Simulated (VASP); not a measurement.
# CrO2 (P-3m1) in VASP: notebook

CrO2 is run at these levels: PBEsol; tasks: single point.

Everything below comes from runs of VASP 6.6.1. Logs are shortened: lines on timing, memory, paths and dates and some standing lists are left out, and cuts for length are marked.

### Step 1. The cell of the first run

It takes space group P-3m1 (No. 164, trigonal). Conventional cell: a = 2.855 Å, b = 2.855 Å, c = 4.684 Å, α = 90.00°, β = 90.00°, γ = 120.00°. Cr (site symmetry -3m) has 6 O at 1.90 Å within 2.5 Å. Within 2.6 Å of O (site symmetry 3m) lie 3 Cr at 1.90 Å and 3 O at 2.51 Å.

### Step 2. Single point, PBEsol, collinear spin, ferromagnetic start (11.02 Å³/atom)

File INCAR:

```
SYSTEM = CrO2
ALGO = Normal
EDIFF = 1E-6
ENCUT = 520
GGA = PS
ISIF = 2
ISMEAR = 0
ISPIN = 2
LASPH = .TRUE.
LCHARG = .FALSE.
LMAXMIX = 4
LORBIT = 11
LREAL = .FALSE.
LWAVE = .FALSE.
MAGMOM = 1.87 0 0
NBANDS = 23
NELM = 150
PREC = Accurate
SIGMA = 0.05
```

File KPOINTS:

```
k-points
0
G
  12 12 6
  0 0 0
```

File POSCAR:

```
CrO2
1.0
    2.8545416562      0.0000000000      0.0000000000
   -1.4272708281      2.4721055904      0.0000000000
    0.0000000000      0.0000000000      4.6841441579
Cr O
1 2
Direct
    0.0000000000      0.0000000000      0.0000000000
    0.3333333333      0.6666666667      0.2018136892
    0.6666666667      0.3333333333      0.7981863108
```

Potentials or basis: VASP PAW PBE potentials, release 64 (Cr_pv, O).

The run is started by

```sh
$ cat potpaw_PBE.64/Cr_pv/POTCAR potpaw_PBE.64/O/POTCAR > POTCAR
$ mpirun -np 1 vasp_std > vasp.out
```

OUTCAR:

```text
SYSTEM = CrO2
   EDIFF = 1E-6
   ENCUT = 520
   GGA = PS
   ISIF = 2
   ISMEAR = 0
   ISPIN = 2
   LASPH = .TRUE.
   LORBIT = 11
   LREAL = .FALSE.
   NELM = 150
   PREC = Accurate

 ion  position               nearest neighbor table
   1  0.000  0.000  0.000-   2 1.90   3 1.90   2 1.90   3 1.90   3 1.90   2 1.90
   2  0.333  0.667  0.202-   1 1.90   1 1.90   1 1.90
   3  0.667  0.333  0.798-   1 1.90   1 1.90   1 1.90

  LATTYP: Found a hexagonal cell.
 ALAT       =     2.8545416562
 C/A-ratio  =     1.6409444044

  Lattice vectors:

 A1 = (   2.8545416562,   0.0000000000,   0.0000000000)
 A2 = (  -1.4272708281,   2.4721055904,   0.0000000000)
 A3 = (   0.0000000000,   0.0000000000,   4.6841441579)

Analysis of symmetry for initial positions (statically):
=====================================================================
 Subroutine PRICEL returns:
 Original cell was already a primitive cell.

 Routine SETGRP: Setting up the symmetry group for a
 hexagonal supercell.

 Subroutine GETGRP returns: Found 12 space group operations
 (whereof 12 operations were pure point group operations)
 out of a pool of 24 trial point group operations.

The static configuration has the point symmetry D_3d.

Analysis of symmetry for dynamics (positions and initial velocities):
=====================================================================
 Subroutine PRICEL returns:
 Original cell was already a primitive cell.

 Routine SETGRP: Setting up the symmetry group for a
 hexagonal supercell.

 Subroutine GETGRP returns: Found 12 space group operations
 (whereof 12 operations were pure point group operations)
 out of a pool of 24 trial point group operations.

The dynamic configuration has the point symmetry D_3d.

Analysis of structural, dynamic, and magnetic symmetry:
=====================================================================
 Subroutine PRICEL returns:
 Original cell was already a primitive cell.

 Routine SETGRP: Setting up the symmetry group for a
 hexagonal supercell.

 Subroutine GETGRP returns: Found 12 space group operations
 (whereof 12 operations were pure point group operations)
 out of a pool of 24 trial point group operations.

The overall configuration has the point symmetry D_3d.

 Subroutine INISYM returns: Found 12 space group operations
 (whereof 12 operations are pure point group operations),
 and found     1 'primitive' translations

----------------------------------------------------------------------------------------

                                     Primitive cell

  volume of cell :      33.0547

  direct lattice vectors                    reciprocal lattice vectors
     2.854541656  0.000000000  0.000000000     0.350318937  0.202256733  0.000000000
    -1.427270828  2.472105590  0.000000000     0.000000000  0.404513466  0.000000000
     0.000000000  0.000000000  4.684144158     0.000000000  0.000000000  0.213486171

  length of vectors
     2.854541656  2.854541656  4.684144158     0.404513466  0.404513466  0.213486171

  position of ions in fractional coordinates (direct lattice)
     0.000000000  0.000000000  0.000000000
     0.333333333  0.666666667  0.201813689
     0.666666667  0.333333333  0.798186311

  ion indices of the primitive-cell ions
   primitive index   ion index
                 1           1
                 2           2
                 3           3

----------------------------------------------------------------------------------------

 KPOINTS: k-points

Automatic generation of k-mesh.
 Grid dimensions read from file:
 generate k-points for:   12   12    6

 Generating k-lattice:

  Cartesian coordinates                     Fractional coordinates (reciprocal lattice)
     0.029193245  0.016854728  0.000000000     0.083333333  0.000000000  0.000000000
     0.000000000  0.033709455  0.000000000     0.000000000  0.083333333  0.000000000
     0.000000000  0.000000000  0.035581028     0.000000000  0.000000000  0.166666667

  Length of vectors
     0.033709455  0.033709455  0.035581028

  Shift w.r.t. Gamma in fractional coordinates (k-lattice)
     0.000000000  0.000000000  0.000000000

 Subroutine IBZKPT returns following result:
 ===========================================

 Found    100 irreducible k-points:

 Following reciprocal coordinates:
            Coordinates               Weight
  0.000000  0.000000  0.000000      1.000000
  0.083333 -0.000000  0.000000      6.000000
  0.166667  0.000000  0.000000      6.000000
  0.250000 -0.000000  0.000000      6.000000
  0.333333 -0.000000  0.000000      6.000000
  0.416667 -0.000000  0.000000      6.000000
[... 16 lines left out ...]
  0.166667  0.000000  0.166667      6.000000
  0.000000  0.166667  0.166667      6.000000
 [... further k-points ...]
   k-points           NKPTS =    100   k-points in BZ     NKDIM =    100   number of bands    NBANDS=     23
   number of dos      NEDOS =    301   number of ions     NIONS =      3
   total plane-waves  NPLWV =  20736
   dimension x,y,z NGX =    24 NGY =   24 NGZ =   36
   dimension x,y,z NGXF=    48 NGYF=   48 NGZF=   72
   ions per type =               1   2
   NGX,Y,Z   is equivalent  to a cutoff of  13.98, 13.98, 12.78 a.u.
   NGXF,Y,Z  is equivalent  to a cutoff of  27.95, 27.95, 25.55 a.u.
 SYSTEM =  CrO2
   PREC   = accura    normal or accurate (medium, high low for compatibility)
   ISTART =      0    job   : 0-new  1-cont  2-samecut
   ICHARG =      2    charge: 1-file 2-atom 10-const
   ISPIN  =      2    spin polarized calculation?
   LNONCOLLINEAR =      F non collinear calculations
   LSORBIT =      F    spin-orbit coupling
   LASPH  =      T    aspherical Exc in radial PAW
   ENCUT  =  520.0 eV  38.22 Ry    6.18 a.u.   5.31  5.31  8.71*2*pi/ulx,y,z
   NELM   =    150;   NELMIN=  2; NELMDL= -5     # of ELM steps
   EDIFF  = 0.1E-05   stopping-criterion for ELM
   LREAL  =      F    real-space projection
   EDIFFG = 0.1E-04   stopping-criterion for IOM
   NSW    =      0    number of steps for IOM
   IBRION =     -1    ionic relax: 0-MD 1-quasi-New 2-CG
   NFREE  =      0    steps in history (QN), initial steepest desc. (CG)
   ISIF   =      2    stress and relaxation
   ISYM   =      2    0-nonsym 1-usesym 2-fastsym
   POTIM  = 0.5000    time-step for ionic-motion
   TEBEG  =    0.0;   TEEND  =   0.0 temperature during run
   PSTRESS=    0.0 pullay stress
   NELECT =      24.0000    total number of electrons
   NUPDOWN=      -1.0000    fix difference up-down
   EMIN   =  10.00;   EMAX   =-10.00  energy-range for DOS
   EFERMI =   0.00;   METHOD = LEGACY
   ISMEAR =     0;   SIGMA  =   0.05  broadening in eV -4-tet -1-fermi 0-gaus
   EFERMI_NEDOS =   21; number of points for ismear=-14 and -15
   IALGO  =     38    algorithm
   IMIX   =      4    mixing-type and parameters
     AMIX     =   0.40;   BMIX     =  1.00
     AMIX_MAG =   1.60;   BMIX_MAG =  1.00
  volume/ion in A,a.u.               =      11.02        74.35
  Fermi-wavevector in a.u.,A,eV,Ry     =   1.471411  2.780564 29.457302  2.165051
  Thomas-Fermi vector in A             =   2.586550
   LORBIT       =     11    0 simple, 1 ext, 2 COOP (PROOUT), +10 PAW based schemes
   GGA     = PS    functional components
   LHFCALC =     F    Hartree Fock is set to
   AEXX    =    0.0000 exact exchange contribution
   IVDW    =     0    specifies the selected vdW correction
   LEPSILON=     F    determine dielectric tensor
   LRPA    =     F    only Hartree local field effects (RPA)
 spin polarized calculation
 Gauss-broadening in eV      SIGMA  =   0.05
  energy-cutoff  :      520.00
  volume of cell :       33.05
 maximum number of plane-waves:       906
 NGX is ok and might be reduce to    24
   NGX = 11   NGY = 11   NGZ = 17

 number of electron      24.0000002 magnetization       1.9999833

 Free energy of the ion-electron system (eV)
  ---------------------------------------------------
  ext. energy  EPLUGINS =         0.00000000
  ---------------------------------------------------
  free energy    TOTEN  =       -25.95980672 eV

  energy without entropy =      -25.95796691  energy(sigma->0) =      -25.95888681

 E-fermi :   3.7636     XC(G=0): -10.9507

 val. band max:        3.7515459219   @ k =   0.5000  -0.0000   0.0000
 cond. band min:       3.7642365122   @ k =   0.4167   0.0833   0.5000
 fundamental gap:      0.0126905903
 Fermi energy:         3.7635809770

 spin component 1

 k-point     1 :       0.0000    0.0000    0.0000
  band No.  band energies     occupation
      1     -40.9126      1.00000
      2     -40.8054      1.00000
      3     -40.8054      1.00000
      4     -16.0982      1.00000
      5     -13.7610      1.00000
      6      -2.7123      1.00000
[... 15 lines left out ...]
     22      23.4305      0.00000
     23      24.6657      0.00000
[... 575 lines left out ...]
      1     -40.8996      1.00000
      2     -40.8799      1.00000
      3     -40.8214      1.00000
      4     -15.7071      1.00000
      5     -13.9286      1.00000
      6      -2.5168      1.00000
[... 15 lines left out ...]
     22      23.2581      0.00000
     23      24.3252      0.00000

 [... further k-points ...]

 spin component 2

 k-point     1 :       0.0000    0.0000    0.0000
  band No.  band energies     occupation
      1     -38.7446      1.00000
      2     -38.6768      1.00000
      3     -38.6768      1.00000
      4     -16.0699      1.00000
      5     -13.7896      1.00000
      6      -2.2820      1.00000
[... 15 lines left out ...]
     22      24.0097      0.00000
     23      25.1065      0.00000
[... 575 lines left out ...]
      1     -38.7619      1.00000
      2     -38.7283      1.00000
      3     -38.6945      1.00000
      4     -15.6815      1.00000
      5     -13.9515      1.00000
      6      -2.0697      1.00000
[... 15 lines left out ...]
     22      23.8934      0.00000
     23      24.8775      0.00000

 [... further k-points ...]

------------------------ aborting loop because EDIFF is reached ----------------------------------------

  FORCE on cell =-STRESS in cart. coord.  units (eV):
  Direction    XX          YY          ZZ          XY          YZ          ZX
  --------------------------------------------------------------------------------------
  -------------------------------------------------------------------------------------
  Total        0.2647982      0.2647982      0.1380734     -0.0000000     -0.0000000      0.0000000
  in kB       12.8348851     12.8348851      6.6924789     -0.0000000     -0.0000000      0.0000000
  external PRESSURE =      10.7874164 kB  Pullay stress =       0.0000000 kB

 VOLUME and BASIS-vectors are now :
 -----------------------------------------------------------------------------
  energy-cutoff  :      520.00
  volume of cell :       33.05
      direct lattice vectors                 reciprocal lattice vectors
     2.854541656  0.000000000  0.000000000     0.350318937  0.202256733  0.000000000
    -1.427270828  2.472105590  0.000000000     0.000000000  0.404513466  0.000000000
     0.000000000  0.000000000  4.684144158     0.000000000  0.000000000  0.213486171

 POSITION                                       TOTAL-FORCE (eV/Angst)
 -----------------------------------------------------------------------------------
      0.00000      0.00000      0.00000         0.000000      0.000000      0.000000
     -0.00000      1.64807      0.94532         0.000000      0.000000      0.058799
      1.42727      0.82404      3.73882        -0.000000      0.000000     -0.058799
 -----------------------------------------------------------------------------------
    total drift:                                0.000000     -0.000000     -0.000000

  FREE ENERGIE OF THE ION-ELECTRON SYSTEM (eV)
  ---------------------------------------------------
  free  energy   TOTEN  =       -25.9598067161 eV

  energy  without entropy=      -25.9579669073  energy(sigma->0) =      -25.95888681

 total charge

# of ion       s       p       d       tot
------------------------------------------
    1        0.365   6.486   4.128  10.979
    2        1.577   3.421   0.000   4.998
    3        1.577   3.421   0.000   4.998
--------------------------------------------------
tot          3.518  13.328   4.128  20.975

 magnetization (x)

# of ion       s       p       d       tot
------------------------------------------
    1        0.023   0.021   1.991   2.034
    2        0.000  -0.046   0.000  -0.046
    3        0.000  -0.046   0.000  -0.046
--------------------------------------------------
tot          0.023  -0.072   1.991   1.942
```

It took 4 min on 1 thread of Oxide Virtual Turin-like, shared host; peak memory 0.21 GiB.

What came out:

| Property | Result |
| --- | --- |
| Free energy | -25.9598 eV |
| Pressure | 1.1 GPa |
| Largest force | 0.059 eV/Å |
| Band gap on the k mesh | zero (filled and empty bands overlap) |
| Net moment | 2.00 μB per cell |
| Site moments | Cr +2.03; O -0.05 μB |
| Valence electrons inside the program's atomic spheres | Cr 10.98; O 5.00 |

Forces on the atoms (eV/Å):
```
Cr   0.000  0.000  0.000
O    0.000  0.000  0.059
O    0.000  0.000 -0.059
```

Stress tensor (GPa, compression positive):
```
1.28 0.00 0.00
0.00 1.28 0.00
0.00 0.00 0.67
```

Caveat: an empty level that is flat over the whole mesh can mark a ghost state of the potentials, or a narrow d or f band; the PAW data sets were made with another functional, which shifts forces and pressure a little; a cell with one magnetic atom can't hold antiferromagnetic order, which such compounds often take; semilocal functionals often make such compounds metallic where correlation or magnetic order opens a gap, which also shifts bond lengths. With open d or f shells a metallic result of PBEsol can be an artefact of self-interaction; +U or a hybrid may open a gap.

(Continued in part 2 of 2.)
